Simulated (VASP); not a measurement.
MgO (ref):

```
Mg O
1.0
     0.00000    2.12450    2.12450
     2.12450    0.00000    2.12450
     2.12450    2.12450    0.00000
Mg O
1 1
Cartesian
  0.0000 0.0000 0.0000
  2.1245 2.1245 2.1245
```

```yaml
Program: VASP 6.6.1
Task: relaxation of cell and atoms
Functional: r2SCAN
Potentials_or_basis: VASP PAW PBE potentials, release 64 (Mg, O)
Cutoff: 600 eV
k_mesh: 12 × 12 × 12
Occupations: gaussian, width 0.02 eV
Spin: no spin polarisation
```

At the start: pressure -6.3 GPa; volume 9.59 Å³/atom.

Question: Where does the relaxation end?

Answer: Over 3 steps the energy falls by 7.6 meV/atom and the volume is 9.21 Å³/atom (-3.9 %); space group Fm-3m (No. 225, to 0.05 Å).

The path:
| step | energy change (eV) | largest force (eV/Å) | pressure (GPa) | volume (Å³) |
| --- | --- | --- | --- | --- |
| 1 | 0.0000 | 0.0000 | -6.28 | 19.18 |
| 2 | -0.0131 | 0.0000 | 2.63 | 18.15 |
| 3 | -0.0153 | 0.0000 | 0.02 | 18.42 |

Final structure:
```cif
data_structure
_symmetry_space_group_name_H-M 'P 1'
_symmetry_Int_Tables_number 1
_cell_length_a 2.9647
_cell_length_b 2.9647
_cell_length_c 2.9647
_cell_angle_alpha 60.000
_cell_angle_beta 60.000
_cell_angle_gamma 60.000
_cell_volume 18.42
loop_
_atom_site_label
_atom_site_type_symbol
_atom_site_fract_x
_atom_site_fract_y
_atom_site_fract_z
_atom_site_occupancy
Mg1 Mg 0.00000 0.00000 0.00000 1
O1 O 0.50000 0.50000 0.50000 1
```

Caveat: the PAW data sets were made with another functional, which shifts forces and pressure a little.
